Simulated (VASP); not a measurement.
Input of a VASP 6.6.1 run:

File INCAR:

```
PREC = Accurate
ENCUT = 600
EDIFF = 1E-6
ISMEAR = 0
SIGMA = 0.05
LREAL = F
LASPH = T
NELM = 120
ALGO = Normal
ISIF = 2
LWAVE = F
LCHARG = T
GGA = PS
LELF = T
LVHAR = T
NBANDS = 11
GGA_COMPAT = F
```

File KPOINTS:

```
regular mesh
0
Gamma
  8 8 8
```

File POSCAR:

```
MgO
1.0
    0.0000000000      2.1021680256      2.1021680256
    2.1021680256      0.0000000000      2.1021680256
    2.1021680256      2.1021680256      0.0000000000
Mg O
1 1
Direct
    0.0000000000      0.0000000000      0.0000000000
    0.5000000000      0.5000000000      0.5000000000
```

Potentials or basis: VASP PAW PBE potentials, release 64 (Mg, O).

Launch:

```bash
$ cat potpaw_PBE.64/Mg/POTCAR potpaw_PBE.64/O/POTCAR > POTCAR
$ mpirun -np 1 vasp_std > vasp.out
```

Problem. What does it give for the pressure?

Solution. 0.4 GPa.

Problem. What does it give for the band gap on the k mesh?

Solution. 4.69 eV.

Caveat: the PAW data sets were made with another functional, which shifts forces and pressure a little.

**What was measured.**

“Electronic structure of alkaline earth and post-transition metal oxides”, 2009, arxiv:0908.1581 quotes, for a bulk crystal of MgO: band gap 7.83 eV.

Against the measured gap of MgO, 7.83 eV (quoted in “Electronic structure of alkaline earth and post-transition metal oxides”, 2009, arxiv:0908.1581), the calculated 4.69 eV is off by -3.14 eV. The value is that of PBEsol, without temperature or zero-point motion. Semilocal functionals fall short of measured gaps as a rule.
